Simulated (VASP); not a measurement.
# TiO2 (P4_2/mnm) in VASP: notebook, part 2 of 3

VASP 6.6.1. The steps go on from the part before.

## (3) Single point, LDA (zz strain of -2 %)

File INCAR:

```
ALGO = Normal
EDIFF = 1E-6
ENCUT = 520
ISIF = 2
ISMEAR = -1
LASPH = True
LCHARG = False
LREAL = False
LWAVE = False
NBANDS = 33
NELM = 100
PREC = Accurate
SIGMA = 0.05
```

File KPOINTS:

```
k-points
0
Gamma
  7 7 10
```

File POSCAR:

```
TiO2
1.0
    4.5940000000      0.0000000000      0.0000000000
    0.0000000000      4.5940000000      0.0000000000
    0.0000000000      0.0000000000      2.8998200000
Ti O
2 4
Direct
    0.0000000000      0.0000000000      0.0000000000
    0.5000000000      0.5000000000      0.5000000000
    0.3060000000      0.3060000000      0.0000000000
    0.1940000000      0.8060000000      0.5000000000
    0.6940000000      0.6940000000      0.0000000000
    0.8060000000      0.1940000000      0.5000000000
```

Potentials or basis: VASP PAW LDA potentials, release 64 (Ti_sv, O).

The run is started by

```console
$ cat potpaw_LDA.64/Ti_sv/POTCAR potpaw_LDA.64/O/POTCAR > POTCAR
$ mpirun -np 1 vasp_std > vasp.out
```

OUTCAR:

```text
EDIFF = 1E-6
   ENCUT = 520
   ISIF = 2
   ISMEAR = -1
   LASPH = True
   LREAL = False
   NELM = 100
   PREC = Accurate

 ion  position               nearest neighbor table
   1  0.000  0.000  0.000-   4 1.92   6 1.92   4 1.92   6 1.92   5 1.99   3 1.99
   2  0.500  0.500  0.500-   3 1.92   5 1.92   3 1.92   5 1.92   4 1.99   6 1.99
   3  0.306  0.306  0.000-   2 1.92   2 1.92   1 1.99
   4  0.194  0.806  0.500-   1 1.92   1 1.92   2 1.99
   5  0.694  0.694  0.000-   2 1.92   2 1.92   1 1.99
   6  0.806  0.194  0.500-   1 1.92   1 1.92   2 1.99

  LATTYP: Found a simple tetragonal cell.
 ALAT       =     4.5940000000
 C/A-ratio  =     0.6312189813

  Lattice vectors:

 A1 = (   4.5940000000,   0.0000000000,   0.0000000000)
 A2 = (   0.0000000000,   4.5940000000,   0.0000000000)
 A3 = (   0.0000000000,   0.0000000000,   2.8998200000)

Analysis of symmetry for initial positions (statically):
=====================================================================
 Subroutine PRICEL returns:
 Original cell was already a primitive cell.

 Routine SETGRP: Setting up the symmetry group for a
 simple tetragonal supercell.

 Subroutine GETGRP returns: Found 16 space group operations
 (whereof  8 operations were pure point group operations)
 out of a pool of 16 trial point group operations.

The static configuration has the point symmetry D_2h.
 The point group associated with its full space group is D_4h.

Analysis of symmetry for dynamics (positions and initial velocities):
=====================================================================
 Subroutine PRICEL returns:
 Original cell was already a primitive cell.

 Routine SETGRP: Setting up the symmetry group for a
 simple tetragonal supercell.

 Subroutine GETGRP returns: Found 16 space group operations
 (whereof  8 operations were pure point group operations)
 out of a pool of 16 trial point group operations.

The dynamic configuration has the point symmetry D_2h.
 The point group associated with its full space group is D_4h.

 Subroutine INISYM returns: Found 16 space group operations
 (whereof  8 operations are pure point group operations),
 and found     1 'primitive' translations

----------------------------------------------------------------------------------------

                                     Primitive cell

  volume of cell :      61.2002

  direct lattice vectors                    reciprocal lattice vectors
     4.594000000  0.000000000  0.000000000     0.217675229  0.000000000  0.000000000
     0.000000000  4.594000000  0.000000000     0.000000000  0.217675229  0.000000000
     0.000000000  0.000000000  2.899820000     0.000000000  0.000000000  0.344848991

  length of vectors
     4.594000000  4.594000000  2.899820000     0.217675229  0.217675229  0.344848991

  position of ions in fractional coordinates (direct lattice)
     0.000000000  0.000000000  0.000000000
     0.500000000  0.500000000  0.500000000
     0.306000000  0.306000000  0.000000000
     0.194000000  0.806000000  0.500000000
     0.694000000  0.694000000  0.000000000
     0.806000000  0.194000000  0.500000000

  ion indices of the primitive-cell ions
   primitive index   ion index
                 1           1
                 2           2
                 3           3
                 4           4
                 5           5
[... 31 lines left out ...]
  0.142857  0.000000  0.000000      4.000000
  0.285714  0.000000  0.000000      4.000000
  0.428571  0.000000  0.000000      4.000000
  0.142857  0.142857  0.000000      4.000000
  0.285714  0.142857  0.000000      8.000000
[... 16 lines left out ...]
  0.285714  0.000000  0.200000      8.000000
  0.428571  0.000000  0.200000      8.000000
 [... further k-points ...]
   k-points           NKPTS =     60   k-points in BZ     NKDIM =     60   number of bands    NBANDS=     33
   number of dos      NEDOS =    301   number of ions     NIONS =      6
   total plane-waves  NPLWV =  31104
   dimension x,y,z NGX =    36 NGY =   36 NGZ =   24
   dimension x,y,z NGXF=    72 NGYF=   72 NGZF=   48
   ions per type =               2   4
   NGX,Y,Z   is equivalent  to a cutoff of  13.03, 13.03, 13.76 a.u.
   NGXF,Y,Z  is equivalent  to a cutoff of  26.06, 26.06, 27.52 a.u.
 SYSTEM =  unknown system
   PREC   = accura    normal or accurate (medium, high low for compatibility)
   ISTART =      0    job   : 0-new  1-cont  2-samecut
   ICHARG =      2    charge: 1-file 2-atom 10-const
   ISPIN  =      1    spin polarized calculation?
   LNONCOLLINEAR =      F non collinear calculations
   LSORBIT =      F    spin-orbit coupling
   LASPH  =      T    aspherical Exc in radial PAW
   ENCUT  =  520.0 eV  38.22 Ry    6.18 a.u.   8.54  8.54  5.39*2*pi/ulx,y,z
   NELM   =    100;   NELMIN=  2; NELMDL= -5     # of ELM steps
   EDIFF  = 0.1E-05   stopping-criterion for ELM
   LREAL  =      F    real-space projection
   EDIFFG = 0.1E-04   stopping-criterion for IOM
   NSW    =      0    number of steps for IOM
   IBRION =     -1    ionic relax: 0-MD 1-quasi-New 2-CG
   NFREE  =      0    steps in history (QN), initial steepest desc. (CG)
   ISIF   =      2    stress and relaxation
   ISYM   =      2    0-nonsym 1-usesym 2-fastsym
   POTIM  = 0.5000    time-step for ionic-motion
   TEBEG  =    0.0;   TEEND  =   0.0 temperature during run
   PSTRESS=    0.0 pullay stress
   NELECT =      48.0000    total number of electrons
   NUPDOWN=      -1.0000    fix difference up-down
   EMIN   =  10.00;   EMAX   =-10.00  energy-range for DOS
   EFERMI =   0.00;   METHOD = LEGACY
   ISMEAR =    -1;   SIGMA  =   0.05  broadening in eV -4-tet -1-fermi 0-gaus
   EFERMI_NEDOS =   21; number of points for ismear=-14 and -15
   IALGO  =     38    algorithm
   IMIX   =      4    mixing-type and parameters
     AMIX     =   0.40;   BMIX     =  1.00
     AMIX_MAG =   1.60;   BMIX_MAG =  1.00
  volume/ion in A,a.u.               =      10.20        68.83
  Fermi-wavevector in a.u.,A,eV,Ry     =   1.509747  2.853009 31.012258  2.279337
  Thomas-Fermi vector in A             =   2.620028
   LORBIT       =      0    0 simple, 1 ext, 2 COOP (PROOUT), +10 PAW based schemes
   GGA     = CA    functional components
   LHFCALC =     F    Hartree Fock is set to
   AEXX    =    0.0000 exact exchange contribution
   IVDW    =     0    specifies the selected vdW correction
   LEPSILON=     F    determine dielectric tensor
   LRPA    =     F    only Hartree local field effects (RPA)
 non-spin polarized calculation
  energy-cutoff  :      520.00
  volume of cell :       61.20
 maximum number of plane-waves:      1665
 NGX is ok and might be reduce to    36
   NGX = 17   NGY = 17   NGZ = 11

 number of electron      48.0000027 magnetization

 Free energy of the ion-electron system (eV)
  ---------------------------------------------------
  ext. energy  EPLUGINS =         0.00000000
  ---------------------------------------------------
  free energy    TOTEN  =       -58.76133583 eV

  energy without entropy =      -58.76133583  energy(sigma->0) =      -58.76133583

 E-fermi :   5.5866     XC(G=0): -12.0874

 val. band max:        4.6572611334   @ k =   0.0000   0.0000   0.0000
 cond. band min:       6.5777997276   @ k =   0.0000   0.0000   0.0000
 fundamental gap:      1.9205385941
 Fermi energy:         5.5865833525

 k-point     1 :       0.0000    0.0000    0.0000
  band No.  band energies     occupation
      1     -51.3343      2.00000
      2     -51.3144      2.00000
      3     -28.0700      2.00000
      4     -28.0700      2.00000
      5     -27.8796      2.00000
      6     -27.8796      2.00000
[... 853 lines left out ...]
     32      10.3576      0.00000
     33      11.2940      0.00000

 [... further k-points ...]

------------------------ aborting loop because EDIFF is reached ----------------------------------------

  FORCE on cell =-STRESS in cart. coord.  units (eV):
  Direction    XX          YY          ZZ          XY          YZ          ZX
  --------------------------------------------------------------------------------------
  -------------------------------------------------------------------------------------
  Total       -0.8858896     -0.8858896      0.8433947      0.0000000      0.0000000      0.0000000
  in kB      -23.1919444    -23.1919444     22.0794601      0.0000000      0.0000000      0.0000000
  external PRESSURE =      -8.1014762 kB  Pullay stress =       0.0000000 kB

 VOLUME and BASIS-vectors are now :
 -----------------------------------------------------------------------------
  energy-cutoff  :      520.00
  volume of cell :       61.20
      direct lattice vectors                 reciprocal lattice vectors
     4.594000000  0.000000000  0.000000000     0.217675229  0.000000000  0.000000000
     0.000000000  4.594000000  0.000000000     0.000000000  0.217675229  0.000000000
     0.000000000  0.000000000  2.899820000     0.000000000  0.000000000  0.344848991

 POSITION                                       TOTAL-FORCE (eV/Angst)
 -----------------------------------------------------------------------------------
      0.00000      0.00000      0.00000         0.000000      0.000000      0.000000
      2.29700      2.29700      1.44991         0.000000      0.000000      0.000000
      1.40576      1.40576      0.00000        -0.195520     -0.195520      0.000000
      0.89124      3.70276      1.44991         0.195520     -0.195520      0.000000
      3.18824      3.18824      0.00000         0.195520      0.195520     -0.000000
      3.70276      0.89124      1.44991        -0.195520      0.195520     -0.000000
 -----------------------------------------------------------------------------------
    total drift:                               -0.000000      0.000000      0.000000

  FREE ENERGIE OF THE ION-ELECTRON SYSTEM (eV)
  ---------------------------------------------------
  free  energy   TOTEN  =       -58.7613358270 eV

  energy  without entropy=      -58.7613358267  energy(sigma->0) =      -58.76133583
```

OSZICAR:

```text
N       E                     dE             d eps       ncg     rms          rms(c)
DAV:   1     0.641548791161E+03    0.64155E+03   -0.24192E+04  3960   0.172E+03
DAV:   2     0.190983834777E+02   -0.62245E+03   -0.57627E+03  4283   0.512E+02
DAV:   3    -0.708007871800E+02   -0.89899E+02   -0.88050E+02  5354   0.186E+02
DAV:   4    -0.753501573020E+02   -0.45494E+01   -0.45397E+01  5754   0.398E+01
DAV:   5    -0.755093656570E+02   -0.15921E+00   -0.15919E+00  5190   0.620E+00    0.318E+01
DAV:   6    -0.593258126608E+02    0.16184E+02   -0.72282E+01  5184   0.885E+01    0.112E+01
DAV:   7    -0.591124077138E+02    0.21340E+00   -0.13380E+01  4973   0.334E+01    0.962E+00
DAV:   8    -0.588684438320E+02    0.24396E+00   -0.55211E-01  4865   0.699E+00    0.634E+00
DAV:   9    -0.588291193593E+02    0.39324E-01   -0.73862E-01  5445   0.973E+00    0.246E+00
DAV:  10    -0.587777278547E+02    0.51392E-01   -0.39398E-01  5097   0.662E+00    0.113E+00
DAV:  11    -0.587613788409E+02    0.16349E-01   -0.48932E-02  4890   0.149E+00    0.272E-01
DAV:  12    -0.587616341035E+02   -0.25526E-03   -0.44553E-03  4368   0.631E-01    0.151E-01
DAV:  13    -0.587613695573E+02    0.26455E-03   -0.61760E-04  5347   0.281E-01    0.490E-02
DAV:  14    -0.587613443114E+02    0.25246E-04   -0.15489E-04  5324   0.992E-02    0.252E-02
DAV:  15    -0.587613356224E+02    0.86891E-05   -0.31619E-05  6346   0.512E-02    0.422E-03
DAV:  16    -0.587613358270E+02   -0.20466E-06   -0.25606E-06  3842   0.118E-02
   1 F= -.58761336E+02 E0= -.58761336E+02  d E =-.311553E-09
```

stdout:

```text
POSCAR found type information on POSCAR TiO
 POSCAR found :  2 types and       6 ions
 scaLAPACK will be used
 LDA part: xc-table for (Slater(with rela. corr.)+CA(PZ))
 , standard interpolation
 POSCAR, INCAR and KPOINTS ok, starting setup
 FFT: planning ... GRIDC
 FFT: planning ... GRID_SOFT
 FFT: planning ... GRID
 WAVECAR not read
 entering main loop
```

Run time: 70 s. Hardware: 1 thread of AMD EPYC 9R45 (Zen 5), shared host; peak memory 0.18 GiB.

What came out:

| Item | Value |
| --- | --- |
| Free energy | -58.7613 eV |
| Pressure | -0.8 GPa |
| Largest force | 0.277 eV/Å |
| Band gap on the k mesh | 1.92 eV |

Forces in eV/Å, atoms in the order of the input:
```
Ti   0.000  0.000  0.000
Ti   0.000  0.000  0.000
O   -0.196 -0.196  0.000
O    0.196 -0.196  0.000
O    0.196  0.196  0.000
O   -0.196  0.196  0.000
```

Levels at points of the mesh, in eV from the valence-band top:
```tsv
k point	band 21	band 22	band 23	band 24	band 25	band 26	band 27	band 28
(0.00, 0.00, 0.00)	-0.57	-0.40	-0.40	0.00	1.92	2.23	2.59	2.65
(0.00, 0.00, 0.50)	-2.36	-2.36	-1.42	-1.42	3.04	3.04	3.44	3.44
```

Caveat: the cell differs from its parent crystal (zz strain of -2 %); an odd mesh through Γ misses points on the zone boundary, where band edges can lie.

[end of part 2 of 3]
